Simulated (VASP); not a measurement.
# Sc (Fm-3m) in VASP: further runs

Runs on Sc. Level: PBEsol. Tasks: single point, relaxation of cell and atoms.

Program: VASP 6.6.1. These are calculated values, not measurements. Logs are shortened: lines on timing, memory, paths and dates and some standing lists are left out, and cuts for length are marked.

## Step 1: The cell of the first run

The structure is cubic, space group Fm-3m (No. 225). Conventional cell: a = 4.554 Å, b = 4.554 Å, c = 4.554 Å, α = 90.00°, β = 90.00°, γ = 90.00°. Sc (site symmetry m-3m) has 12 Sc at 3.22 Å within 4.2 Å.

## Step 2: Single point, PBEsol

INCAR reads:

```
SYSTEM = Sc
ALGO = Normal ; EDIFF = 1E-6
ENCUT = 520 ; GGA = PS
ISIF = 2 ; ISMEAR = -1
LASPH = .TRUE. ; LCHARG = .FALSE.
LREAL = .FALSE. ; LWAVE = .FALSE.
NBANDS = 12 ; NELM = 80
PREC = Accurate ; SIGMA = 0.05
```

KPOINTS reads:

```
k-points
0
G
  10 10 10
  0 0 0
```

POSCAR reads:

```
Sc
1.0
    0.0000000000      2.2770105382      2.2770105382
    2.2770105382      0.0000000000      2.2770105382
    2.2770105382      2.2770105382      0.0000000000
Sc
1
Direct
    0.0000000000      0.0000000000      0.0000000000
```

Potentials or basis: VASP PAW PBE potentials, release 64 (Sc_sv).

Started as:

```
cat potpaw_PBE.64/Sc_sv/POTCAR > POTCAR
mpirun -np 1 vasp_std > vasp.out
```

OUTCAR:

```text
SYSTEM = Sc
   EDIFF = 1E-6
   ENCUT = 520
   GGA = PS
   ISIF = 2
   ISMEAR = -1
   LASPH = .TRUE.
   LREAL = .FALSE.
   NELM = 80
   PREC = Accurate

 ion  position               nearest neighbor table
   1  0.000  0.000  0.000-

  LATTYP: Found a face centered cubic cell.
 ALAT       =     4.5540210764

  Lattice vectors:

 A1 = (   0.0000000000,   2.2770105382,   2.2770105382)
 A2 = (   2.2770105382,   0.0000000000,   2.2770105382)
 A3 = (   2.2770105382,   2.2770105382,   0.0000000000)

Analysis of symmetry for initial positions (statically):
=====================================================================
 Subroutine PRICEL returns:
 Original cell was already a primitive cell.

 Routine SETGRP: Setting up the symmetry group for a
 face centered cubic supercell.

 Subroutine GETGRP returns: Found 48 space group operations
 (whereof 48 operations were pure point group operations)
 out of a pool of 48 trial point group operations.

The static configuration has the point symmetry O_h .

Analysis of symmetry for dynamics (positions and initial velocities):
=====================================================================
 Subroutine PRICEL returns:
 Original cell was already a primitive cell.

 Routine SETGRP: Setting up the symmetry group for a
 face centered cubic supercell.

 Subroutine GETGRP returns: Found 48 space group operations
 (whereof 48 operations were pure point group operations)
 out of a pool of 48 trial point group operations.

The dynamic configuration has the point symmetry O_h .

 Subroutine INISYM returns: Found 48 space group operations
 (whereof 48 operations are pure point group operations),
 and found     1 'primitive' translations

----------------------------------------------------------------------------------------

                                     Primitive cell

  volume of cell :      23.6116

  direct lattice vectors                    reciprocal lattice vectors
     0.000000000  2.277010538  2.277010538    -0.219586160  0.219586160  0.219586160
     2.277010538  0.000000000  2.277010538     0.219586160 -0.219586160  0.219586160
     2.277010538  2.277010538  0.000000000     0.219586160  0.219586160 -0.219586160

  length of vectors
     3.220179185  3.220179185  3.220179185     0.380334385  0.380334385  0.380334385

  position of ions in fractional coordinates (direct lattice)
     0.000000000  0.000000000  0.000000000

  ion indices of the primitive-cell ions
   primitive index   ion index
                 1           1

----------------------------------------------------------------------------------------

 KPOINTS: k-points

Automatic generation of k-mesh.
 Grid dimensions read from file:
 generate k-points for:   10   10   10

 Generating k-lattice:

  Cartesian coordinates                     Fractional coordinates (reciprocal lattice)
    -0.021958616  0.021958616  0.021958616     0.100000000  0.000000000  0.000000000
     0.021958616 -0.021958616  0.021958616     0.000000000  0.100000000  0.000000000
     0.021958616  0.021958616 -0.021958616     0.000000000  0.000000000  0.100000000

  Length of vectors
     0.038033439  0.038033439  0.038033439

  Shift w.r.t. Gamma in fractional coordinates (k-lattice)
     0.000000000  0.000000000  0.000000000

 Subroutine IBZKPT returns following result:
 ===========================================

 Found     47 irreducible k-points:

 Following reciprocal coordinates:
            Coordinates               Weight
  0.000000  0.000000  0.000000      1.000000
  0.100000  0.000000  0.000000      8.000000
  0.200000  0.000000  0.000000      8.000000
  0.300000  0.000000  0.000000      8.000000
  0.400000  0.000000  0.000000      8.000000
  0.500000  0.000000  0.000000      4.000000
[... 16 lines left out ...]
  0.300000  0.300000  0.000000      6.000000
  0.400000  0.300000  0.000000     24.000000
 [... further k-points ...]
   k-points           NKPTS =     47   k-points in BZ     NKDIM =     47   number of bands    NBANDS=     12
   number of dos      NEDOS =    301   number of ions     NIONS =      1
   total plane-waves  NPLWV =  13824
   dimension x,y,z NGX =    24 NGY =   24 NGZ =   24
   dimension x,y,z NGXF=    48 NGYF=   48 NGZF=   48
   ions per type =               1
   NGX,Y,Z   is equivalent  to a cutoff of  12.39, 12.39, 12.39 a.u.
   NGXF,Y,Z  is equivalent  to a cutoff of  24.78, 24.78, 24.78 a.u.
 SYSTEM =  Sc
   PREC   = accura    normal or accurate (medium, high low for compatibility)
   ISTART =      0    job   : 0-new  1-cont  2-samecut
   ICHARG =      2    charge: 1-file 2-atom 10-const
   ISPIN  =      1    spin polarized calculation?
   LNONCOLLINEAR =      F non collinear calculations
   LSORBIT =      F    spin-orbit coupling
   LASPH  =      T    aspherical Exc in radial PAW
   ENCUT  =  520.0 eV  38.22 Ry    6.18 a.u.   5.99  5.99  5.99*2*pi/ulx,y,z
   NELM   =     80;   NELMIN=  2; NELMDL= -5     # of ELM steps
   EDIFF  = 0.1E-05   stopping-criterion for ELM
   LREAL  =      F    real-space projection
   EDIFFG = 0.1E-04   stopping-criterion for IOM
   NSW    =      0    number of steps for IOM
   IBRION =     -1    ionic relax: 0-MD 1-quasi-New 2-CG
   NFREE  =      0    steps in history (QN), initial steepest desc. (CG)
   ISIF   =      2    stress and relaxation
   ISYM   =      2    0-nonsym 1-usesym 2-fastsym
   POTIM  = 0.5000    time-step for ionic-motion
   TEBEG  =    0.0;   TEEND  =   0.0 temperature during run
   PSTRESS=    0.0 pullay stress
   NELECT =      11.0000    total number of electrons
   NUPDOWN=      -1.0000    fix difference up-down
   EMIN   =  10.00;   EMAX   =-10.00  energy-range for DOS
   EFERMI =   0.00;   METHOD = LEGACY
   ISMEAR =    -1;   SIGMA  =   0.05  broadening in eV -4-tet -1-fermi 0-gaus
   EFERMI_NEDOS =   21; number of points for ismear=-14 and -15
   IALGO  =     38    algorithm
   IMIX   =      4    mixing-type and parameters
     AMIX     =   0.40;   BMIX     =  1.00
     AMIX_MAG =   1.60;   BMIX_MAG =  1.00
  volume/ion in A,a.u.               =      23.61       159.34
  Fermi-wavevector in a.u.,A,eV,Ry     =   1.269104  2.398260 21.913897  1.610626
  Thomas-Fermi vector in A             =   2.402164
   LORBIT       =      0    0 simple, 1 ext, 2 COOP (PROOUT), +10 PAW based schemes
   GGA     = PS    functional components
   LHFCALC =     F    Hartree Fock is set to
   AEXX    =    0.0000 exact exchange contribution
   IVDW    =     0    specifies the selected vdW correction
   LEPSILON=     F    determine dielectric tensor
   LRPA    =     F    only Hartree local field effects (RPA)
 non-spin polarized calculation
  energy-cutoff  :      520.00
  volume of cell :       23.61
 maximum number of plane-waves:       647
   NGX = 11   NGY = 11   NGZ = 11

 number of electron      10.9999996 magnetization

 Free energy of the ion-electron system (eV)
  ---------------------------------------------------
  ext. energy  EPLUGINS =         0.00000000
  ---------------------------------------------------
  free energy    TOTEN  =        -6.56534117 eV

  energy without entropy =       -6.54891011  energy(sigma->0) =       -6.55712564

 E-fermi :   3.8837     XC(G=0): -10.1640

 val. band max:        3.8743865310   @ k =  -0.4000   0.4000   0.2000
 cond. band min:       3.9259472814   @ k =   0.4000   0.2000   0.0000
 fundamental gap:      0.0515607503
 Fermi energy:         3.8836759556

 k-point     1 :       0.0000    0.0000    0.0000
  band No.  band energies     occupation
      1     -45.2179      2.00000
      2     -23.6942      2.00000
      3     -23.6942      2.00000
      4     -23.6942      2.00000
      5      -1.3899      2.00000
      6       5.5250      0.00000
      7       5.5250      0.00000
      8       5.5250      0.00000
      9       6.9894      0.00000
     10       6.9894      0.00000
     11      16.6487      0.00000
     12      20.1845      0.00000

 k-point     2 :       0.1000    0.0000    0.0000
  band No.  band energies     occupation
      1     -45.2109      2.00000
      2     -23.7401      2.00000
      3     -23.7001      2.00000
      4     -23.7001      2.00000
      5      -1.1275      2.00000
      6       5.3313      0.00000
      7       5.6193      0.00000
      8       5.6193      0.00000
      9       6.9253      0.00000
     10       6.9253      0.00000
     11      16.8687      0.00000
     12      18.5026      0.00000

 k-point     3 :       0.2000    0.0000    0.0000
  band No.  band energies     occupation
      1     -45.1928      2.00000
      2     -23.8586      2.00000
      3     -23.7153      2.00000
      4     -23.7153      2.00000
      5      -0.3894      2.00000
      6       4.8822      0.00000
      7       5.7571      0.00000
      8       5.7571      0.00000
      9       6.9113      0.00000
     10       6.9113      0.00000
     11      15.8016      0.00000
     12      17.4679      0.00000
[... 286 lines left out ...]
 k-point    23 :       0.3000    0.3000    0.0000
  band No.  band energies     occupation
      1     -45.1546      2.00000
      2     -23.9867      2.00000
      3     -23.8022      2.00000
      4     -23.8022      2.00000
      5       1.2061      2.00000
      6       3.8667      1.16833
      7       5.3546      0.00000
      8       6.8887      0.00000
      9       6.8887      0.00000
     10       7.5916      0.00000
     11      15.9079      0.00000
     12      15.9079      0.00000

 k-point    24 :       0.4000    0.3000    0.0000
  band No.  band energies     occupation
      1     -45.1402      2.00000
      2     -24.0472      2.00000
      3     -23.8353      2.00000
      4     -23.8205      2.00000
      5       1.8857      2.00000
      6       3.6299      1.98758
      7       5.1099      0.00000
      8       7.0234      0.00000
      9       7.5821      0.00000
     10       7.8893      0.00000
     11      13.9744      0.00000
     12      15.2003      0.00000

 [... further k-points ...]
[... 5 lines left out ...]
  --------------------------------------------------------------------------------------
  -------------------------------------------------------------------------------------
  Total       -0.0005962     -0.0005962     -0.0005962     -0.0000000     -0.0000000      0.0000000
  in kB       -0.0404541     -0.0404541     -0.0404541     -0.0000000     -0.0000000      0.0000000
  external PRESSURE =      -0.0404541 kB  Pullay stress =       0.0000000 kB

 VOLUME and BASIS-vectors are now :
 -----------------------------------------------------------------------------
  energy-cutoff  :      520.00
  volume of cell :       23.61
      direct lattice vectors                 reciprocal lattice vectors
     0.000000000  2.277010538  2.277010538    -0.219586160  0.219586160  0.219586160
     2.277010538  0.000000000  2.277010538     0.219586160 -0.219586160  0.219586160
     2.277010538  2.277010538  0.000000000     0.219586160  0.219586160 -0.219586160

 POSITION                                       TOTAL-FORCE (eV/Angst)
 -----------------------------------------------------------------------------------
      0.00000      0.00000      0.00000         0.000000     -0.000000     -0.000000
 -----------------------------------------------------------------------------------
    total drift:                               -0.000000      0.000000      0.000000

  FREE ENERGIE OF THE ION-ELECTRON SYSTEM (eV)
  ---------------------------------------------------
  free  energy   TOTEN  =        -6.5653411700 eV

  energy  without entropy=       -6.5489101146  energy(sigma->0) =       -6.55712564
```

Run time: 9 s. Hardware: 1 thread of AMD EPYC 7R13 (Zen 3), shared host; peak memory 0.11 GiB.

What came out:

```yaml
Free_energy: -6.5653 eV
Pressure: 0.0 GPa
```

Caveat: the PAW data sets were made with another functional, which shifts forces and pressure a little.

## Step 3: Relaxation of cell and atoms, PBEsol

This run uses another cell than the first one, of 23.09 Å³/atom, 0.978 times its volume.

INCAR reads:

```
PREC = Accurate
ENCUT = 600
EDIFF = 1E-7
ISMEAR = -1
SIGMA = 0.05
LREAL = False
LASPH = True
NELM = 100
ALGO = Normal
ISIF = 3
LWAVE = False
LCHARG = False
GGA = PS
IBRION = 2
NSW = 60
EDIFFG = -0.01
```

KPOINTS reads:

```
Automatic mesh
0
Gamma
  10 10 10
```

POSCAR reads:

```
Sc
1.0
    0.0000000000      2.2600000000      2.2600000000
    2.2600000000      0.0000000000      2.2600000000
    2.2600000000      2.2600000000      0.0000000000
Sc
1
Direct
    0.0000000000      0.0000000000      0.0000000000
```

Potentials or basis: VASP PAW PBE potentials, release 64 (Sc_sv).

Started as:

```
cat potpaw_PBE.64/Sc_sv/POTCAR > POTCAR
mpirun -np 1 vasp_std > vasp.out
```

Run time: 24 s. Hardware: 1 thread of AMD EPYC 7R13 (Zen 3), shared host; peak memory 0.14 GiB.

The run converged. Its results:

```yaml
Free_energy: -6.5658 eV
Relaxed_volume: 23.63 Å³/atom
Relaxed_cell: a = 3.221 Å, b = 3.221 Å, c = 3.221 Å, α = 60.00°, β = 60.00°, γ = 60.00°
Space_group_after_relaxing_to_0.05_Å: Fm-3m (No. 225)
Energy_gained_by_relaxing: 2.2 meV/atom
Ionic_steps: 3
Pressure_after_relaxing: 0.0 GPa
```

The path:
| step | energy change (eV) | largest force (eV/Å) | pressure (GPa) | volume (Å³) |
| --- | --- | --- | --- | --- |
| 1 | 0.0000 | 0.0000 | 1.32 | 23.09 |
| 2 | -0.0022 | 0.0000 | -0.22 | 23.73 |
| 3 | -0.0022 | 0.0000 | 0.00 | 23.63 |

Final structure:
```
CELL_PARAMETERS angstrom
0.00000 2.27768 2.27768
2.27768 0.00000 2.27768
2.27768 2.27768 0.00000
ATOMIC_POSITIONS crystal
Sc 0.00000 0.00000 0.00000
```

Levels at points of the mesh, in eV from the Fermi level:
```
           k point  band 1  band 2  band 3  band 4  band 5  band 6  band 7  band 8  band 9
(0.00, 0.00, 0.00)  -49.10  -27.58  -27.58  -27.58   -5.27    1.64    1.64    1.64    3.10
(0.50, 0.00, 0.00)  -49.03  -28.04  -27.64  -27.64   -1.82    0.32    1.52    1.52    4.06
(0.50, 0.50, 0.00)  -49.01  -28.01  -27.74  -27.74   -1.61   -0.69    2.07    4.05    4.31
```

Caveat: the PAW data sets were made with another functional, which shifts forces and pressure a little. Zero-point motion and thermal expansion aren't in these numbers.

## Step 4: Relaxation of cell and atoms, PBEsol, target pressure 2 GPa, at which the enthalpy is minimised

This run uses another cell than the first one, of 23.09 Å³/atom, 0.978 times its volume.

INCAR reads:

```
SYSTEM = Sc
ALGO = Fast ; EDIFF = 1E-6
EDIFFG = -0.01 ; ENCUT = 600
GGA = PS ; IBRION = 2
ISIF = 3 ; ISMEAR = -1
LASPH = .TRUE. ; LCHARG = .FALSE.
LREAL = .FALSE. ; LWAVE = .FALSE.
NELM = 100 ; NSW = 60
PREC = Accurate ; PSTRESS = 20.0
SIGMA = 0.05
```

KPOINTS reads:

```
k-points
0
G
  10 10 10
  0 0 0
```

POSCAR is that of step 3.

Started as:

```
cat potpaw_PBE.64/Sc_sv/POTCAR > POTCAR
mpirun -np 1 vasp_std > vasp.out
```

It took 36 s on 1 thread of AMD EPYC 7R13 (Zen 3), shared host; peak memory 0.13 GiB.

It converged, with:

- Free energy: -6.5609 eV
- Relaxed volume: 22.83 Å³/atom
- Relaxed cell: a = 3.184 Å, b = 3.184 Å, c = 3.184 Å, α = 60.00°, β = 60.00°, γ = 60.00°
- Space group after relaxing (to 0.05 Å): Fm-3m (No. 225)
- Energy change on relaxing (the enthalpy is what falls): +2.7 meV/atom
- Ionic steps: 3
- Pressure after relaxing: 2.0 GPa

The path:
```csv
step,energy change (eV),largest force (eV/Å),pressure (GPa),volume (Å³)
1,0.0000,0.0000,1.33,23.09
2,0.0035,0.0000,2.19,22.76
3,0.0027,0.0000,2.02,22.83
```

Final structure:
```xyz
1
Lattice="0.0000 2.2516 2.2516 2.2516 0.0000 2.2516 2.2516 2.2516 0.0000" Properties=species:S:1:pos:R:3 pbc="T T T"
Sc    0.0000    0.0000    0.0000
```

Levels at points of the mesh, in eV from the Fermi level:
```
           k point  band 2  band 3  band 4  band 5  band 6  band 7  band 8  band 9
(0.00, 0.00, 0.00)  -27.46  -27.46  -27.46   -5.33    1.69    1.69    1.69    3.22
(0.50, 0.00, 0.00)  -27.98  -27.53  -27.53   -1.86    0.40    1.56    1.56    4.22
(0.50, 0.50, 0.00)  -27.95  -27.65  -27.65   -1.68   -0.74    2.21    4.22    4.49
```

Caveat: the cell is relaxed towards a set pressure, so the enthalpy falls and the energy may rise; the PAW data sets were made with another functional, which shifts forces and pressure a little.

## Step 5: Relaxation of cell and atoms, PBEsol, target pressure 5 GPa, at which the enthalpy is minimised

This run uses another cell than the first one, of 23.09 Å³/atom, 0.978 times its volume.

INCAR reads:

```
SYSTEM = Sc
  ALGO = Normal
  EDIFF = 1E-6
  EDIFFG = -0.01
  ENCUT = 600
  GGA = PS
  IBRION = 2
  ISIF = 3
  ISMEAR = -1
  LASPH = .TRUE.
  LCHARG = .FALSE.
  LREAL = .FALSE.
  LWAVE = .FALSE.
  NELM = 100
  NSW = 60
  PREC = Accurate
  PSTRESS = 50.0
  SIGMA = 0.05
```

KPOINTS is that of step 4.

POSCAR is that of step 4.

Started as:

```
cat potpaw_PBE.64/Sc_sv/POTCAR > POTCAR
mpirun -np 1 vasp_std > vasp.out
```

It took 30 s on 1 thread of AMD EPYC 7R13 (Zen 3), shared host; peak memory 0.14 GiB.

The run converged. Its results:

```
Free energy                                            : -6.5385 eV
Relaxed volume                                         : 21.79 Å³/atom
Relaxed cell                                           : a = 3.135 Å, b = 3.135 Å, c = 3.135 Å, α = 60.00°, β = 60.00°, γ = 60.00°
Space group after relaxing (to 0.05 Å)                 : Fm-3m (No. 225)
Energy change on relaxing (the enthalpy is what falls) : +25.0 meV/atom
Ionic steps                                            : 3
Pressure after relaxing                                : 5.0 GPa
```

Step by step:
| step | energy change (eV) | largest force (eV/Å) | pressure (GPa) | volume (Å³) |
| --- | --- | --- | --- | --- |
| 1 | 0.0000 | 0.0000 | 1.32 | 23.09 |
| 2 | 0.0405 | 0.0000 | 6.43 | 21.36 |
| 3 | 0.0250 | 0.0000 | 5.01 | 21.79 |

Final structure:
```yaml
crystal:
  lattice:
    - [0.00000, 2.21694, 2.21694]
    - [2.21694, 0.00000, 2.21694]
    - [2.21694, 2.21694, 0.00000]
  atoms:
    - { symbol: Sc, position: [0.00000, 0.00000, 0.00000] }
```

Levels at points of the mesh, in eV from the Fermi level:
```csv
k point,band 2,band 3,band 4,band 5,band 6,band 7,band 8,band 9
"(0.00, 0.00, 0.00)",-27.30,-27.30,-27.30,-5.40,1.75,1.75,1.75,3.38
"(0.50, 0.00, 0.00)",-27.91,-27.38,-27.38,-1.91,0.53,1.62,1.62,4.45
"(0.50, 0.50, 0.00)",-27.87,-27.51,-27.51,-1.79,-0.81,2.41,4.44,4.73
```

Caveat: the cell is relaxed towards a set pressure, so the enthalpy falls and the energy may rise; the PAW data sets were made with another functional, which shifts forces and pressure a little.

## Step 6: Summary

```tsv
task	cell	cutoff (eV)	gap on the mesh (eV)	pressure (GPa)
single point	a = 3.220 Å, angles 60.0°, 1 atom	520	none	0.0
relaxation of cell and atoms	relaxed from a = 3.196 Å, angles 60.0°, 1 atom	600	none	0.0
relaxation of cell and atoms	relaxed to 2 GPa from a = 3.196 Å, angles 60.0°, 1 atom	600	none	2.0
relaxation of cell and atoms	relaxed to 5 GPa from a = 3.196 Å, angles 60.0°, 1 atom	600	none	5.0
```

Alike in all rows: level PBEsol; potentials or basis VASP PAW PBE potentials, release 64 (Sc_sv); no spin polarisation; k mesh 10 × 10 × 10; smearing fermi-dirac 0.05 eV.

Caveats: the PAW data sets were made with another functional, which shifts forces and pressure a little; the cell is relaxed towards a set pressure, so the enthalpy falls and the energy may rise (some runs).

Total energies depend on the potentials used, so only differences within one code and one set of settings carry meaning.
